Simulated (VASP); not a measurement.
# Ga2O3 (C2/m) in VASP: notebook

The runs below take Ga2O3 through single point, with PBE.

Everything below comes from runs of VASP 6.6.1. Logs are shortened: lines on timing, memory, paths and dates and some standing lists are left out, and cuts for length are marked.

## (1) The cell of the first run

Symmetry: C2/m, No. 12, monoclinic system. The conventional cell has a = 12.455 Å, b = 3.084 Å, c = 5.878 Å, α = 90.00°, β = 103.70°, γ = 90.00°. Ga (site symmetry m) has 4 O at 1.86 to 1.90 Å within 2.5 Å. Ga (site symmetry m) has 6 O at 1.97 to 2.11 Å within 2.6 Å. O (site symmetry m) has 3 Ga at 1.86 to 1.97 Å within 2.5 Å. Within 2.5 Å of O (site symmetry m) lie 4 Ga at 1.90 to 2.11 Å. Within 2.5 Å of O (site symmetry m) lie 3 Ga at 1.86 to 1.97 Å.

## (2) Single point, PBE

Input file INCAR:

```
ALGO     = Normal         # electronic algorithm
EDIFF    = 1E-6           # SCF threshold, eV
ENCUT    = 520            # plane-wave cutoff, eV
GGA      = PE             # functional
ISIF     = 2              # what is computed and relaxed
ISMEAR   = 0              # smearing method
KPAR     = 2            
LASPH    = T              # aspherical terms in the spheres
LCHARG   = T              # write CHGCAR
LREAL    = F              # projectors in reciprocal space
LVHAR    = T            
LWAVE    = F              # write WAVECAR
NBANDS   = 55             # bands
NELM     = 100            # most SCF steps
PREC     = Accurate       # precision mode
SIGMA    = 0.02           # smearing width, eV
```

Input file KPOINTS:

```
k-points
0
Gamma
  10 10 6
```

Input file POSCAR:

```
Ga2O3
1.0
    6.2274305649     -1.5417565249      0.0114918237
    6.2274305649      1.5417565249      0.0114918237
   -1.4027229099      0.0000000000      5.7076943312
Ga O
4 6
Direct
    0.0899134337      0.0899134337      0.7947233182
    0.9100865663      0.9100865663      0.2052766818
    0.6585007298      0.6585007298      0.3141978914
    0.3414992702      0.3414992702      0.6858021086
    0.1634883772      0.1634883772      0.1092060601
    0.8365116228      0.8365116228      0.8907939399
    0.1737013131      0.1737013131      0.5643594336
    0.8262986869      0.8262986869      0.4356405664
    0.4960195698      0.4960195698      0.2566813630
    0.5039804302      0.5039804302      0.7433186370
```

Potentials or basis: VASP PAW PBE potentials, release 64 (Ga_d, O).

Command:

```bash
cat potpaw_PBE.64/Ga_d/POTCAR potpaw_PBE.64/O/POTCAR > POTCAR
mpirun -np 2 vasp_std > vasp.out
```

OUTCAR:

```text
EDIFF = 1E-6
   ENCUT = 520
   GGA = PE
   ISIF = 2
   ISMEAR = 0
   LASPH = T
   LREAL = F
   NELM = 100
   PREC = Accurate

 ion  position               nearest neighbor table
   1  0.090  0.090  0.795-   5 1.86  10 1.86  10 1.86   7 1.90
   2  0.910  0.910  0.205-   6 1.86   9 1.86   9 1.86   8 1.90
   3  0.659  0.659  0.314-   5 1.97   5 1.97   9 1.97   8 2.04   7 2.11   7 2.11
   4  0.341  0.341  0.686-   6 1.97   6 1.97  10 1.97   7 2.04   8 2.11   8 2.11
   5  0.163  0.163  0.109-   1 1.86   3 1.97   3 1.97
   6  0.837  0.837  0.891-   2 1.86   4 1.97   4 1.97
   7  0.174  0.174  0.564-   1 1.90   4 2.04   3 2.11   3 2.11
   8  0.826  0.826  0.436-   2 1.90   3 2.04   4 2.11   4 2.11
   9  0.496  0.496  0.257-   2 1.86   2 1.86   3 1.97
  10  0.504  0.504  0.743-   1 1.86   1 1.86   4 1.97

  LATTYP: Found a base centered monoclinic cell.
 ALAT       =    12.4548823363
 B/A-ratio  =     0.2475746431
 C/A-ratio  =     0.4719060253
 COS(beta)  =    -0.2368659730

  Lattice vectors:

 A1 = (   6.2274305649,  -1.5417565249,   0.0114918237)
 A2 = (   6.2274305649,   1.5417565249,   0.0114918237)
 A3 = (  -1.4027229099,   0.0000000000,   5.7076943312)

Analysis of symmetry for initial positions (statically):
=====================================================================
 Subroutine PRICEL returns:
 Original cell was already a primitive cell.

 Routine SETGRP: Setting up the symmetry group for a
 base centered monoclinic supercell.

 Subroutine GETGRP returns: Found  4 space group operations
 (whereof  4 operations were pure point group operations)
 out of a pool of  4 trial point group operations.

The static configuration has the point symmetry C_2h.

Analysis of symmetry for dynamics (positions and initial velocities):
=====================================================================
 Subroutine PRICEL returns:
 Original cell was already a primitive cell.

 Routine SETGRP: Setting up the symmetry group for a
 base centered monoclinic supercell.

 Subroutine GETGRP returns: Found  4 space group operations
 (whereof  4 operations were pure point group operations)
 out of a pool of  4 trial point group operations.

The dynamic configuration has the point symmetry C_2h.

 Subroutine INISYM returns: Found  4 space group operations
 (whereof  4 operations are pure point group operations),
 and found     1 'primitive' translations

----------------------------------------------------------------------------------------

                                     Primitive cell

  volume of cell :     109.6509

  direct lattice vectors                    reciprocal lattice vectors
     6.227430565 -1.541756525  0.011491824     0.080253540 -0.324305422  0.019723109
     6.227430565  1.541756525  0.011491824     0.080253540  0.324305422  0.019723109
    -1.402722910  0.000000000  5.707694331    -0.000323164  0.000000000  0.175122674

  length of vectors
     6.415452960  6.415452960  5.877534019     0.334669446  0.334669446  0.175122972

  position of ions in fractional coordinates (direct lattice)
     0.089913434  0.089913434  0.794723318
     0.910086566  0.910086566  0.205276682
     0.658500730  0.658500730  0.314197891
     0.341499270  0.341499270  0.685802109
     0.163488377  0.163488377  0.109206060
     0.836511623  0.836511623  0.890793940
     0.173701313  0.173701313  0.564359434
     0.826298687  0.826298687  0.435640566
     0.496019570  0.496019570  0.256681363
     0.503980430  0.503980430  0.743318637

  ion indices of the primitive-cell ions
   primitive index   ion index
                 1           1
                 2           2
                 3           3
                 4           4
                 5           5
                 6           6
                 7           7
                 8           8
                 9           9
                10          10

----------------------------------------------------------------------------------------

 KPOINTS: k-points

Automatic generation of k-mesh.
 Grid dimensions read from file:
 generate k-points for:   10   10    6

 Generating k-lattice:

  Cartesian coordinates                     Fractional coordinates (reciprocal lattice)
     0.008025354 -0.032430542  0.001972311     0.100000000  0.000000000  0.000000000
     0.008025354  0.032430542  0.001972311     0.000000000  0.100000000  0.000000000
    -0.000053861  0.000000000  0.029187112     0.000000000  0.000000000  0.166666667

  Length of vectors
     0.033466945  0.033466945  0.029187162

  Shift w.r.t. Gamma in fractional coordinates (k-lattice)
     0.000000000  0.000000000  0.000000000

 Subroutine IBZKPT returns following result:
 ===========================================

 Found    172 irreducible k-points:

 Following reciprocal coordinates:
            Coordinates               Weight
  0.000000  0.000000  0.000000      1.000000
  0.100000  0.000000  0.000000      4.000000
  0.200000  0.000000  0.000000      4.000000
  0.300000  0.000000  0.000000      4.000000
  0.400000  0.000000  0.000000      4.000000
  0.500000  0.000000  0.000000      2.000000
[... 16 lines left out ...]
  0.300000  0.300000  0.000000      2.000000
  0.400000  0.300000  0.000000      4.000000
 [... further k-points ...]
   k-points           NKPTS =    172   k-points in BZ     NKDIM =    172   number of bands    NBANDS=     55
   number of dos      NEDOS =    301   number of ions     NIONS =     10
   total plane-waves  NPLWV = 110592
   dimension x,y,z NGX =    48 NGY =   48 NGZ =   48
   dimension x,y,z NGXF=    96 NGYF=   96 NGZF=   96
   ions per type =               4   6
   NGX,Y,Z   is equivalent  to a cutoff of  12.44, 12.44, 13.58 a.u.
   NGXF,Y,Z  is equivalent  to a cutoff of  24.88, 24.88, 27.15 a.u.
 SYSTEM =  unknown system
   PREC   = accura    normal or accurate (medium, high low for compatibility)
   ISTART =      0    job   : 0-new  1-cont  2-samecut
   ICHARG =      2    charge: 1-file 2-atom 10-const
   ISPIN  =      1    spin polarized calculation?
   LNONCOLLINEAR =      F non collinear calculations
   LSORBIT =      F    spin-orbit coupling
   LASPH  =      T    aspherical Exc in radial PAW
   ENCUT  =  520.0 eV  38.22 Ry    6.18 a.u.  11.93 11.93 10.93*2*pi/ulx,y,z
   NELM   =    100;   NELMIN=  2; NELMDL= -5     # of ELM steps
   EDIFF  = 0.1E-05   stopping-criterion for ELM
   LREAL  =      F    real-space projection
   EDIFFG = 0.1E-04   stopping-criterion for IOM
   NSW    =      0    number of steps for IOM
   IBRION =     -1    ionic relax: 0-MD 1-quasi-New 2-CG
   NFREE  =      0    steps in history (QN), initial steepest desc. (CG)
   ISIF   =      2    stress and relaxation
   ISYM   =      2    0-nonsym 1-usesym 2-fastsym
   POTIM  = 0.5000    time-step for ionic-motion
   TEBEG  =    0.0;   TEEND  =   0.0 temperature during run
   PSTRESS=    0.0 pullay stress
   NELECT =      88.0000    total number of electrons
   NUPDOWN=      -1.0000    fix difference up-down
   EMIN   =  10.00;   EMAX   =-10.00  energy-range for DOS
   EFERMI =   0.00;   METHOD = LEGACY
   ISMEAR =     0;   SIGMA  =   0.02  broadening in eV -4-tet -1-fermi 0-gaus
   EFERMI_NEDOS =   21; number of points for ismear=-14 and -15
   IALGO  =     38    algorithm
   IMIX   =      4    mixing-type and parameters
     AMIX     =   0.40;   BMIX     =  1.00
     AMIX_MAG =   1.60;   BMIX_MAG =  1.00
  volume/ion in A,a.u.               =      10.97        74.00
  Fermi-wavevector in a.u.,A,eV,Ry     =   1.521359  2.874951 31.491123  2.314532
  Thomas-Fermi vector in A             =   2.630085
   LORBIT       =      0    0 simple, 1 ext, 2 COOP (PROOUT), +10 PAW based schemes
   GGA     = PE    functional components
   LHFCALC =     F    Hartree Fock is set to
   AEXX    =    0.0000 exact exchange contribution
   IVDW    =     0    specifies the selected vdW correction
   LEPSILON=     F    determine dielectric tensor
   LRPA    =     F    only Hartree local field effects (RPA)
 non-spin polarized calculation
 Gauss-broadening in eV      SIGMA  =   0.02
  energy-cutoff  :      520.00
  volume of cell :      109.65
 maximum number of plane-waves:      2970
   NGX = 23   NGY = 23   NGZ = 21

 number of electron      87.9999987 magnetization

 Free energy of the ion-electron system (eV)
  ---------------------------------------------------
  ext. energy  EPLUGINS =         0.00000000
  ---------------------------------------------------
  free energy    TOTEN  =       -59.67825430 eV

  energy without entropy =      -59.67825430  energy(sigma->0) =      -59.67825430

 E-fermi :   3.5485     XC(G=0): -11.3733

 val. band max:        3.4389858913   @ k =   0.5000   0.4000   0.5000
 cond. band min:       5.4329958762   @ k =   0.0000   0.0000   0.0000
 fundamental gap:      1.9940099849
 Fermi energy:         3.5484680397

 k-point     1 :       0.0000    0.0000    0.0000
  band No.  band energies     occupation
      1     -15.1869      2.00000
      2     -14.1293      2.00000
      3     -14.0994      2.00000
      4     -13.9956      2.00000
      5     -13.5531      2.00000
      6     -13.5463      2.00000
[... 47 lines left out ...]
     54      15.4490      0.00000
     55      15.6417      0.00000

 k-point     2 :       0.1000    0.0000    0.0000
  band No.  band energies     occupation
      1     -15.1145      2.00000
      2     -14.1071      2.00000
      3     -14.0979      2.00000
      4     -13.9426      2.00000
      5     -13.5563      2.00000
      6     -13.5472      2.00000
[... 47 lines left out ...]
     54      14.7964      0.00000
     55      15.0950      0.00000
[... 1216 lines left out ...]
     54      15.2999      0.00000
     55      15.5013      0.00000

 k-point    24 :       0.4000    0.3000    0.0000
  band No.  band energies     occupation
      1     -14.9266      2.00000
      2     -14.5091      2.00000
      3     -14.0851      2.00000
      4     -13.7584      2.00000
      5     -13.5638      2.00000
      6     -13.5491      2.00000
[... 47 lines left out ...]
     54      14.4720      0.00000
     55      15.7007      0.00000

 [... further k-points ...]

------------------------ aborting loop because EDIFF is reached ----------------------------------------

  FORCE on cell =-STRESS in cart. coord.  units (eV):
  Direction    XX          YY          ZZ          XY          YZ          ZX
  --------------------------------------------------------------------------------------
  -------------------------------------------------------------------------------------
  Total        0.3527818      0.4472253      0.3581697      0.0000000      0.0000000      0.0194851
  in kB        5.1547132      6.5346849      5.2334379      0.0000000      0.0000000      0.2847086
  external PRESSURE =       5.6409454 kB  Pullay stress =       0.0000000 kB

 VOLUME and BASIS-vectors are now :
 -----------------------------------------------------------------------------
  energy-cutoff  :      520.00
  volume of cell :      109.65
      direct lattice vectors                 reciprocal lattice vectors
     6.227430565 -1.541756525  0.011491824     0.080253540 -0.324305422  0.019723109
     6.227430565  1.541756525  0.011491824     0.080253540  0.324305422  0.019723109
    -1.402722910  0.000000000  5.707694331    -0.000323164  0.000000000  0.175122674

 POSITION                                       TOTAL-FORCE (eV/Angst)
 -----------------------------------------------------------------------------------
      0.00508      0.00000      4.53810         0.002171      0.000000      0.007012
     11.04706      0.00000      1.19257        -0.002171      0.000000     -0.007012
      7.76080      0.00000      1.80848        -0.010492      0.000000     -0.005046
      3.29134      0.00000      3.92220         0.010492      0.000000      0.005046
      1.88304      0.00000      0.62707         0.020697      0.000000     -0.015288
      9.16910      0.00000      5.10361        -0.020697      0.000000      0.015288
      1.37179      0.00000      3.22518        -0.009264      0.000000     -0.002856
      9.68035      0.00000      2.50549         0.009264      0.000000      0.002856
      5.81780      0.00000      1.47646         0.004264      0.000000      0.007092
      5.23434      0.00000      4.25422        -0.004264      0.000000     -0.007092
 -----------------------------------------------------------------------------------
    total drift:                                0.000000     -0.000000     -0.000000

  FREE ENERGIE OF THE ION-ELECTRON SYSTEM (eV)
  ---------------------------------------------------
  free  energy   TOTEN  =       -59.6782543046 eV

  energy  without entropy=      -59.6782543046  energy(sigma->0) =      -59.67825430
```

Wall time 11 min (2 MPI ranks of AMD EPYC 9R14 (Zen 4), shared host); peak memory 0.81 GiB.

What came out:

| Item | Value |
| --- | --- |
| Free energy | -59.6783 eV |
| Pressure | 0.6 GPa |
| Largest force | 0.026 eV/Å |
| Band gap on the k mesh | 1.99 eV (least direct gap 2.02 eV) |

Forces in eV/Å, atoms in the order of the input:
```
Ga   0.002  0.000  0.007
Ga  -0.002  0.000 -0.007
Ga  -0.010  0.000 -0.005
Ga   0.010  0.000  0.005
O    0.021  0.000 -0.015
O   -0.021  0.000  0.015
O   -0.009  0.000 -0.003
O    0.009  0.000  0.003
O    0.004  0.000  0.007
O   -0.004  0.000 -0.007
```

Stress tensor (GPa, compression positive):
```
0.52 0.00 0.03
0.00 0.65 0.00
0.03 0.00 0.52
```

Levels at points of the mesh, in eV from the valence-band top:
| k point | band 40 | band 41 | band 42 | band 43 | band 44 | band 45 | band 46 | band 47 | band 48 | band 49 |
| --- | --- | --- | --- | --- | --- | --- | --- | --- | --- | --- |
| (0.00, 0.00, 0.00) | -0.70 | -0.66 | -0.47 | -0.28 | -0.02 | 1.99 | 5.35 | 6.27 | 6.45 | 7.54 |
| (0.50, 0.00, 0.00) | -1.28 | -0.77 | -0.69 | -0.47 | -0.10 | 5.33 | 6.13 | 6.81 | 7.02 | 7.74 |
| (0.50, 0.50, 0.00) | -1.01 | -0.69 | -0.68 | -0.42 | -0.14 | 4.17 | 4.40 | 5.62 | 6.15 | 7.70 |
| (0.00, 0.00, 0.50) | -1.37 | -0.64 | -0.60 | -0.54 | -0.29 | 4.35 | 4.54 | 6.28 | 6.81 | 7.49 |
| (0.50, 0.00, 0.50) | -1.23 | -1.05 | -0.97 | -0.70 | -0.61 | 6.46 | 6.52 | 7.45 | 7.61 | 8.16 |
| (0.50, 0.50, 0.50) | -0.71 | -0.64 | -0.64 | -0.59 | -0.01 | 4.74 | 4.97 | 5.80 | 6.09 | 6.79 |

## (3) Single point, PBE

This run uses another cell than the first one: it holds 40 atoms, not 10.

Input file INCAR:

```
SYSTEM = Ga2O3
PREC     = Accurate       ! precision mode
ENCUT    = 520            ! plane-wave cutoff, eV
EDIFF    = 1E-6           ! SCF threshold, eV
ISMEAR   = 0              ! smearing method
SIGMA    = 0.01           ! smearing width, eV
LREAL    = Auto         
LASPH    = .True.         ! aspherical terms in the spheres
NELM     = 60             ! most SCF steps
ALGO     = Normal         ! electronic algorithm
ISIF     = 2              ! what is computed and relaxed
LWAVE    = .False.        ! write WAVECAR
LCHARG   = .False.        ! write CHGCAR
GGA      = PE             ! functional
NBANDS   = 202            ! bands
KPAR     = 2
```

Input file KPOINTS:

```
Automatic mesh
0
Gamma
  2 2 2
  0.5 0.5 0.5
```

Input file POSCAR:

```
Ga2O3
1.0
    4.8247076550     -1.5417565249      5.7191861549
    6.2274305649      4.6252695746      0.0114918237
   -1.4027229099      6.1670260995      5.7076943312
Ga O
16 24
Direct
    0.7147967343      0.4650301330      0.0799265838
    0.9647967343      0.2150301330      0.8299265838
    0.4647967343      0.7150301330      0.3299265838
    0.2147967343      0.9650301330      0.5799265838
    0.0352032657      0.7849698670      0.1700734162
    0.2852032657      0.5349698670      0.9200734162
    0.7852032657      0.0349698670      0.4200734162
    0.5352032657      0.2849698670      0.6700734162
    0.9009744930      0.4160269665      0.4132233984
    0.1509744930      0.1660269665      0.1632233984
    0.6509744930      0.6660269665      0.6632233984
    0.4009744930      0.9160269665      0.9132233984
    0.8490255070      0.8339730335      0.8367766016
    0.0990255070      0.5839730335      0.5867766016
    0.5990255070      0.0839730335      0.0867766016
    0.3490255070      0.3339730335      0.3367766016
    0.4272193129      0.8997574415      0.6819867471
    0.6772193129      0.6497574415      0.4319867471
    0.1772193129      0.1497574415      0.9319867471
    0.9272193129      0.3997574415      0.1819867471
    0.3227806871      0.3502425585      0.5680132529
    0.5727806871      0.1002425585      0.3180132529
    0.0727806871      0.6002425585      0.8180132529
    0.8227806871      0.8502425585      0.0680132529
    0.6624557016      0.6849469246      0.9019037320
    0.9124557016      0.4349469246      0.6519037320
    0.4124557016      0.9349469246      0.1519037320
    0.1624557016      0.1849469246      0.4019037320
    0.0875442984      0.5650530754      0.3480962680
    0.3375442984      0.3150530754      0.0980962680
    0.8375442984      0.8150530754      0.5980962680
    0.5875442984      0.0650530754      0.8480962680
    0.7503553589      0.2416837808      0.5063260041
    0.0003553589      0.9916837808      0.2563260041
    0.5003553589      0.4916837808      0.7563260041
    0.2503553589      0.7416837808      0.0063260041
    0.9996446411      0.0083162192      0.7436739959
    0.2496446411      0.7583162192      0.4936739959
    0.7496446411      0.2583162192      0.9936739959
    0.4996446411      0.5083162192      0.2436739959
```

Potentials or basis: VASP PAW PBE potentials, release 64 (Ga_d, O).

Command:

```bash
cat potpaw_PBE.64/Ga_d/POTCAR potpaw_PBE.64/O/POTCAR > POTCAR
mpirun -np 2 vasp_std > vasp.out
```

Run time: 6.1 min. Hardware: 2 MPI ranks of AMD EPYC 9R14 (Zen 4), shared host; peak memory 0.61 GiB.

It converged, with:

```yaml
Free_energy: -238.7447 eV
Pressure: 0.6 GPa
Largest_force: 0.024 eV/Å
Band_gap_on_the_k_mesh: 2.94 eV
```

Forces in eV/Å, atoms in the order of the input:
```
Ga   0.004  0.001  0.005
Ga   0.004  0.001  0.005
Ga   0.004  0.001  0.005
Ga   0.004  0.001  0.005
Ga  -0.004 -0.001 -0.005
Ga  -0.004 -0.001 -0.005
Ga  -0.004 -0.001 -0.005
Ga  -0.004 -0.001 -0.005
Ga  -0.011  0.000 -0.005
Ga  -0.011  0.000 -0.005
Ga  -0.011  0.000 -0.005
Ga  -0.011  0.000 -0.005
Ga   0.011  0.000  0.005
Ga   0.011  0.000  0.005
Ga   0.011  0.000  0.005
Ga   0.011  0.000  0.005
O    0.019  0.001 -0.015
O    0.019  0.001 -0.015
O    0.019  0.001 -0.015
O    0.019  0.001 -0.015
O   -0.019 -0.001  0.015
O   -0.019 -0.001  0.015
O   -0.019 -0.001  0.015
O   -0.019 -0.001  0.015
O   -0.009  0.000  0.000
O   -0.009  0.000  0.000
O   -0.009  0.000  0.000
O   -0.009  0.000  0.000
O    0.009  0.000  0.000
O    0.009  0.000  0.000
O    0.009  0.000  0.000
O    0.009  0.000  0.000
O    0.004  0.003  0.008
O    0.004  0.003  0.008
O    0.004  0.003  0.008
O    0.004  0.003  0.008
O   -0.004 -0.003 -0.008
O   -0.004 -0.003 -0.008
O   -0.004 -0.003 -0.008
O   -0.004 -0.003 -0.008
```

Stress tensor (GPa, compression positive):
```
 0.56 -0.01  0.02
-0.01  0.73 -0.01
 0.02 -0.01  0.59
```

Levels at points of the mesh, in eV from the valence-band top:
```
           k point  band 172  band 173  band 174  band 175  band 176  band 177  band 178  band 179  band 180  band 181
(0.25, 0.25, 0.25)     -0.45     -0.25     -0.11     -0.05      0.00      2.94      5.42      5.51      5.66      5.79
```

Caveat: a shifted mesh leaves out Γ, where band edges can lie. Expect the measured gap to be larger: semilocal functionals such as PBE lack the derivative discontinuity.
